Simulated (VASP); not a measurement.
# BAs (F-43m) in VASP: single point with LDA

Aim: the single point of BAs with LDA.

Program: VASP 6.6.1. These are calculated values, not measurements. Logs are shortened: lines on timing, memory, paths and dates and some standing lists are left out, and cuts for length are marked.

## (1) The cell of the first run

It takes space group F-43m (No. 216, cubic). Conventional cell: a = 4.731 Å, b = 4.731 Å, c = 4.731 Å, α = 90.00°, β = 90.00°, γ = 90.00°. B (site symmetry -43m) has 4 As at 2.05 Å within 2.7 Å. Within 2.7 Å of As (site symmetry -43m) lie 4 B at 2.05 Å.

## (2) Single point, LDA

INCAR reads:

```
PREC     = Accurate       # precision mode
ENCUT    = 1230           # plane-wave cutoff, eV
EDIFF    = 1E-6           # SCF threshold, eV
ISMEAR   = -1             # smearing method
SIGMA    = 0.02           # smearing width, eV
LREAL    = False          # projectors in reciprocal space
LASPH    = True           # aspherical terms in the spheres
NELM     = 120            # most SCF steps
ALGO     = Normal         # electronic algorithm
ISIF     = 2              # what is computed and relaxed
LWAVE    = False          # write WAVECAR
LCHARG   = False          # write CHGCAR
NBANDS   = 16             # bands
GGA_COMPAT= False
```

KPOINTS reads:

```
Automatic mesh
0
Gamma
  10 10 10
```

POSCAR reads:

```
BAs
1.0
    0.0000000000      2.3657126525      2.3657126525
    2.3657126525      0.0000000000      2.3657126525
    2.3657126525      2.3657126525      0.0000000000
B As
1 1
Direct
    0.0000000000      0.0000000000      0.0000000000
    0.2500000000      0.2500000000      0.2500000000
```

Potentials or basis: VASP PAW LDA potentials, release 64 (B_h, As_d).

Started as:

```console
$ cat potpaw_LDA.64/B_h/POTCAR potpaw_LDA.64/As_d/POTCAR > POTCAR
$ mpirun -np 1 vasp_std > vasp.out
```

OUTCAR:

```text
PREC = Accurate
   ENCUT = 1230
   EDIFF = 1E-6
   ISMEAR = -1
   LREAL = False
   LASPH = True
   NELM = 120
   ISIF = 2

 ion  position               nearest neighbor table
   1  0.000  0.000  0.000-   2 2.05   2 2.05   2 2.05   2 2.05
   2  0.250  0.250  0.250-   1 2.05   1 2.05   1 2.05   1 2.05

  LATTYP: Found a face centered cubic cell.
 ALAT       =     4.7314253050

  Lattice vectors:

 A1 = (   0.0000000000,   2.3657126525,   2.3657126525)
 A2 = (   2.3657126525,   0.0000000000,   2.3657126525)
 A3 = (   2.3657126525,   2.3657126525,   0.0000000000)

Analysis of symmetry for initial positions (statically):
=====================================================================
 Subroutine PRICEL returns:
 Original cell was already a primitive cell.

 Routine SETGRP: Setting up the symmetry group for a
 face centered cubic supercell.

 Subroutine GETGRP returns: Found 24 space group operations
 (whereof 24 operations were pure point group operations)
 out of a pool of 48 trial point group operations.

The static configuration has the point symmetry T_d .

Analysis of symmetry for dynamics (positions and initial velocities):
=====================================================================
 Subroutine PRICEL returns:
 Original cell was already a primitive cell.

 Routine SETGRP: Setting up the symmetry group for a
 face centered cubic supercell.

 Subroutine GETGRP returns: Found 24 space group operations
 (whereof 24 operations were pure point group operations)
 out of a pool of 48 trial point group operations.

The dynamic configuration has the point symmetry T_d .

 Subroutine INISYM returns: Found 24 space group operations
 (whereof 24 operations are pure point group operations),
 and found     1 'primitive' translations

----------------------------------------------------------------------------------------

                                     Primitive cell

  volume of cell :      26.4799

  direct lattice vectors                    reciprocal lattice vectors
     0.000000000  2.365712653  2.365712653    -0.211352803  0.211352803  0.211352803
     2.365712653  0.000000000  2.365712653     0.211352803 -0.211352803  0.211352803
     2.365712653  2.365712653  0.000000000     0.211352803  0.211352803 -0.211352803

  length of vectors
     3.345622918  3.345622918  3.345622918     0.366073793  0.366073793  0.366073793

  position of ions in fractional coordinates (direct lattice)
     0.000000000  0.000000000  0.000000000
     0.250000000  0.250000000  0.250000000

  ion indices of the primitive-cell ions
   primitive index   ion index
                 1           1
                 2           2

----------------------------------------------------------------------------------------

 KPOINTS: Automatic mesh

Automatic generation of k-mesh.
 Grid dimensions read from file:
 generate k-points for:   10   10   10

 Generating k-lattice:

  Cartesian coordinates                     Fractional coordinates (reciprocal lattice)
    -0.021135280  0.021135280  0.021135280     0.100000000  0.000000000  0.000000000
     0.021135280 -0.021135280  0.021135280     0.000000000  0.100000000  0.000000000
     0.021135280  0.021135280 -0.021135280     0.000000000  0.000000000  0.100000000

  Length of vectors
     0.036607379  0.036607379  0.036607379

  Shift w.r.t. Gamma in fractional coordinates (k-lattice)
     0.000000000  0.000000000  0.000000000

 Subroutine IBZKPT returns following result:
 ===========================================

 Found     47 irreducible k-points:

 Following reciprocal coordinates:
            Coordinates               Weight
  0.000000  0.000000  0.000000      1.000000
  0.100000  0.000000  0.000000      8.000000
  0.200000  0.000000  0.000000      8.000000
  0.300000  0.000000  0.000000      8.000000
  0.400000  0.000000  0.000000      8.000000
  0.500000  0.000000  0.000000      4.000000
[... 16 lines left out ...]
  0.300000  0.300000  0.000000      6.000000
  0.400000  0.300000  0.000000     24.000000
 [... further k-points ...]
   k-points           NKPTS =     47   k-points in BZ     NKDIM =     47   number of bands    NBANDS=     16
   number of dos      NEDOS =    301   number of ions     NIONS =      2
   total plane-waves  NPLWV =  64000
   dimension x,y,z NGX =    40 NGY =   40 NGZ =   40
   dimension x,y,z NGXF=    80 NGYF=   80 NGZF=   80
   ions per type =               1   1
   NGX,Y,Z   is equivalent  to a cutoff of  19.88, 19.88, 19.88 a.u.
   NGXF,Y,Z  is equivalent  to a cutoff of  39.75, 39.75, 39.75 a.u.
 SYSTEM =  unknown system
   PREC   = accura    normal or accurate (medium, high low for compatibility)
   ISTART =      0    job   : 0-new  1-cont  2-samecut
   ICHARG =      2    charge: 1-file 2-atom 10-const
   ISPIN  =      1    spin polarized calculation?
   LNONCOLLINEAR =      F non collinear calculations
   LSORBIT =      F    spin-orbit coupling
   LASPH  =      T    aspherical Exc in radial PAW
   ENCUT  = 1230.0 eV  90.40 Ry    9.51 a.u.   9.57  9.57  9.57*2*pi/ulx,y,z
   NELM   =    120;   NELMIN=  2; NELMDL= -5     # of ELM steps
   EDIFF  = 0.1E-05   stopping-criterion for ELM
   LREAL  =      F    real-space projection
   EDIFFG = 0.1E-04   stopping-criterion for IOM
   NSW    =      0    number of steps for IOM
   IBRION =     -1    ionic relax: 0-MD 1-quasi-New 2-CG
   NFREE  =      0    steps in history (QN), initial steepest desc. (CG)
   ISIF   =      2    stress and relaxation
   ISYM   =      2    0-nonsym 1-usesym 2-fastsym
   POTIM  = 0.5000    time-step for ionic-motion
   TEBEG  =    0.0;   TEEND  =   0.0 temperature during run
   PSTRESS=    0.0 pullay stress
   NELECT =      18.0000    total number of electrons
   NUPDOWN=      -1.0000    fix difference up-down
   EMIN   =  10.00;   EMAX   =-10.00  energy-range for DOS
   EFERMI =   0.00;   METHOD = LEGACY
   ISMEAR =    -1;   SIGMA  =   0.02  broadening in eV -4-tet -1-fermi 0-gaus
   EFERMI_NEDOS =   21; number of points for ismear=-14 and -15
   IALGO  =     38    algorithm
   IMIX   =      4    mixing-type and parameters
     AMIX     =   0.40;   BMIX     =  1.00
     AMIX_MAG =   1.60;   BMIX_MAG =  1.00
  volume/ion in A,a.u.               =      13.24        89.35
  Fermi-wavevector in a.u.,A,eV,Ry     =   1.439440  2.720148 28.191116  2.071989
  Thomas-Fermi vector in A             =   2.558296
   LORBIT       =      0    0 simple, 1 ext, 2 COOP (PROOUT), +10 PAW based schemes
   GGA     = CA    functional components
   LHFCALC =     F    Hartree Fock is set to
   AEXX    =    0.0000 exact exchange contribution
   IVDW    =     0    specifies the selected vdW correction
   LEPSILON=     F    determine dielectric tensor
   LRPA    =     F    only Hartree local field effects (RPA)
 non-spin polarized calculation
  energy-cutoff  :     1230.00
  volume of cell :       26.48
 maximum number of plane-waves:      2637
 NGX is ok and might be reduce to    40
   NGX = 19   NGY = 19   NGZ = 19

 number of electron      18.0000001 magnetization

 Free energy of the ion-electron system (eV)
  ---------------------------------------------------
  ext. energy  EPLUGINS =         0.00000000
  ---------------------------------------------------
  free energy    TOTEN  =       -12.94328685 eV

  energy without entropy =      -12.94328685  energy(sigma->0) =      -12.94328685

 E-fermi :   6.0046     XC(G=0): -11.6353

 val. band max:        5.4827870731   @ k =   0.0000   0.0000   0.0000
 cond. band min:       6.5844178425   @ k =   0.4000   0.4000   0.0000
 fundamental gap:      1.1016307694
 Fermi energy:         6.0046402776

 k-point     1 :       0.0000    0.0000    0.0000
  band No.  band energies     occupation
      1     -30.4334      2.00000
      2     -30.4334      2.00000
      3     -30.4334      2.00000
      4     -30.4063      2.00000
      5     -30.4063      2.00000
      6     -10.1580      2.00000
[... 8 lines left out ...]
     15      18.8683      0.00000
     16      18.8683      0.00000

 k-point     2 :       0.1000    0.0000    0.0000
  band No.  band energies     occupation
      1     -30.4331      2.00000
      2     -30.4326      2.00000
      3     -30.4326      2.00000
      4     -30.4063      2.00000
      5     -30.4063      2.00000
      6      -9.9900      2.00000
[... 8 lines left out ...]
     15      17.6112      0.00000
     16      17.6112      0.00000

 k-point     3 :       0.2000    0.0000    0.0000
  band No.  band energies     occupation
      1     -30.4321      2.00000
      2     -30.4305      2.00000
      3     -30.4305      2.00000
      4     -30.4060      2.00000
      5     -30.4060      2.00000
      6      -9.4940      2.00000
[... 8 lines left out ...]
     15      16.8378      0.00000
     16      16.8378      0.00000

 k-point     4 :       0.3000    0.0000    0.0000
  band No.  band energies     occupation
      1     -30.4310      2.00000
      2     -30.4284      2.00000
      3     -30.4284      2.00000
      4     -30.4052      2.00000
      5     -30.4052      2.00000
      6      -8.7056      2.00000
[... 8 lines left out ...]
     15      17.2999      0.00000
     16      17.2999      0.00000

 k-point     5 :       0.4000    0.0000    0.0000
  band No.  band energies     occupation
      1     -30.4301      2.00000
      2     -30.4271      2.00000
      3     -30.4271      2.00000
      4     -30.4042      2.00000
      5     -30.4042      2.00000
      6      -7.7571      2.00000
[... 8 lines left out ...]
     15      18.8747      0.00000
     16      18.8747      0.00000

 k-point     6 :       0.5000    0.0000    0.0000
  band No.  band energies     occupation
      1     -30.4297      2.00000
      2     -30.4267      2.00000
      3     -30.4267      2.00000
      4     -30.4037      2.00000
      5     -30.4037      2.00000
      6      -7.1973      2.00000
[... 8 lines left out ...]
     15      20.3213      0.00000
     16      20.3213      0.00000

 k-point     7 :       0.1000    0.1000    0.0000
  band No.  band energies     occupation
      1     -30.4340      2.00000
      2     -30.4317      2.00000
      3     -30.4317      2.00000
      4     -30.4069      2.00000
      5     -30.4056      2.00000
      6      -9.9338      2.00000
[... 8 lines left out ...]
     15      16.2720      0.00000
     16      19.1189      0.00000

 k-point     8 :       0.2000    0.1000    0.0000
  band No.  band energies     occupation
      1     -30.4338      2.00000
      2     -30.4298      2.00000
      3     -30.4296      2.00000
      4     -30.4073      2.00000
      5     -30.4050      2.00000
      6      -9.5463      2.00000
[... 8 lines left out ...]
     15      17.0880      0.00000
     16      18.4560      0.00000

 k-point     9 :       0.3000    0.1000    0.0000
  band No.  band energies     occupation
      1     -30.4326      2.00000
      2     -30.4278      2.00000
      3     -30.4274      2.00000
      4     -30.4071      2.00000
      5     -30.4042      2.00000
      6      -8.8512      2.00000
[... 8 lines left out ...]
     15      17.7659      0.00000
     16      18.5222      0.00000
[... 172 lines left out ...]
 k-point    19 :       0.5000    0.2000    0.0000
  band No.  band energies     occupation
      1     -30.4316      2.00000
      2     -30.4238      2.00000
      3     -30.4224      2.00000
      4     -30.4073      2.00000
      5     -30.4027      2.00000
      6      -6.9527      2.00000
[... 8 lines left out ...]
     15      20.5687      0.00000
     16      20.6154      0.00000

 k-point    20 :      -0.4000    0.2000    0.0000
  band No.  band energies     occupation
      1     -30.4296      2.00000
      2     -30.4251      2.00000
      3     -30.4229      2.00000
      4     -30.4058      2.00000
      5     -30.4041      2.00000
      6      -6.7751      2.00000
[... 8 lines left out ...]
     15      18.2701      0.00000
     16      20.6596      0.00000

 k-point    21 :      -0.3000    0.2000    0.0000
  band No.  band energies     occupation
      1     -30.4290      2.00000
      2     -30.4265      2.00000
      3     -30.4245      2.00000
      4     -30.4058      2.00000
      5     -30.4046      2.00000
      6      -7.5433      2.00000
[... 8 lines left out ...]
     15      17.6715      0.00000
     16      20.9719      0.00000

 k-point    22 :      -0.2000    0.2000    0.0000
  band No.  band energies     occupation
      1     -30.4305      2.00000
      2     -30.4271      2.00000
      3     -30.4270      2.00000
      4     -30.4068      2.00000
      5     -30.4043      2.00000
      6      -8.4365      2.00000
[... 8 lines left out ...]
     15      18.1647      0.00000
     16      19.8332      0.00000

 k-point    23 :       0.3000    0.3000    0.0000
  band No.  band energies     occupation
      1     -30.4372      2.00000
      2     -30.4218      2.00000
      3     -30.4218      2.00000
      4     -30.4106      2.00000
      5     -30.4019      2.00000
      6      -8.1977      2.00000
[... 8 lines left out ...]
     15      20.6613      0.00000
     16      21.1280      0.00000

 k-point    24 :       0.4000    0.3000    0.0000
  band No.  band energies     occupation
      1     -30.4370      2.00000
      2     -30.4200      2.00000
      3     -30.4197      2.00000
      4     -30.4111      2.00000
      5     -30.4012      2.00000
      6      -7.4523      2.00000
[... 8 lines left out ...]
     15      21.5005      0.00000
     16      21.8846      0.00000

 [... further k-points ...]

------------------------ aborting loop because EDIFF is reached ----------------------------------------

  FORCE on cell =-STRESS in cart. coord.  units (eV):
  Direction    XX          YY          ZZ          XY          YZ          ZX
  --------------------------------------------------------------------------------------
  -------------------------------------------------------------------------------------
  Total        0.0654525      0.0654525      0.0654525     -0.0000000     -0.0000000      0.0000000
  in kB        3.9602359      3.9602359      3.9602359     -0.0000000     -0.0000000      0.0000000
  external PRESSURE =       3.9602359 kB  Pullay stress =       0.0000000 kB

 VOLUME and BASIS-vectors are now :
 -----------------------------------------------------------------------------
  energy-cutoff  :     1230.00
  volume of cell :       26.48
      direct lattice vectors                 reciprocal lattice vectors
     0.000000000  2.365712653  2.365712653    -0.211352803  0.211352803  0.211352803
     2.365712653  0.000000000  2.365712653     0.211352803 -0.211352803  0.211352803
     2.365712653  2.365712653  0.000000000     0.211352803  0.211352803 -0.211352803

 POSITION                                       TOTAL-FORCE (eV/Angst)
 -----------------------------------------------------------------------------------
      0.00000      0.00000      0.00000        -0.000000     -0.000000     -0.000000
      1.18286      1.18286      1.18286         0.000000      0.000000      0.000000
 -----------------------------------------------------------------------------------
    total drift:                                0.000000      0.000000      0.000000

  FREE ENERGIE OF THE ION-ELECTRON SYSTEM (eV)
  ---------------------------------------------------
  free  energy   TOTEN  =       -12.9432868496 eV

  energy  without entropy=      -12.9432868496  energy(sigma->0) =      -12.94328685
```

Wall time 34 s (1 thread of Intel Xeon 6975P-C (Granite Rapids), shared host); peak memory 0.24 GiB.

Results:

```
Free energy            : -12.9433 eV
Pressure               : 0.4 GPa
Band gap on the k mesh : 1.10 eV (least direct gap 3.29 eV)
```

Levels at points of the mesh, in eV from the valence-band top:
| k point | band 6 | band 7 | band 8 | band 9 | band 10 | band 11 | band 12 | band 13 |
| --- | --- | --- | --- | --- | --- | --- | --- | --- |
| (0.00, 0.00, 0.00) | -15.64 | 0.00 | 0.00 | 0.00 | 3.29 | 3.29 | 3.29 | 5.05 |
| (0.50, 0.00, 0.00) | -12.68 | -8.96 | -1.86 | -1.86 | 2.86 | 4.79 | 4.79 | 8.77 |
| (0.50, 0.50, 0.00) | -11.36 | -8.58 | -4.19 | -4.19 | 1.32 | 1.39 | 11.54 | 11.54 |

A k mesh can miss the band edges. LDA gaps usually lie below the measured ones, often by a third to a half.
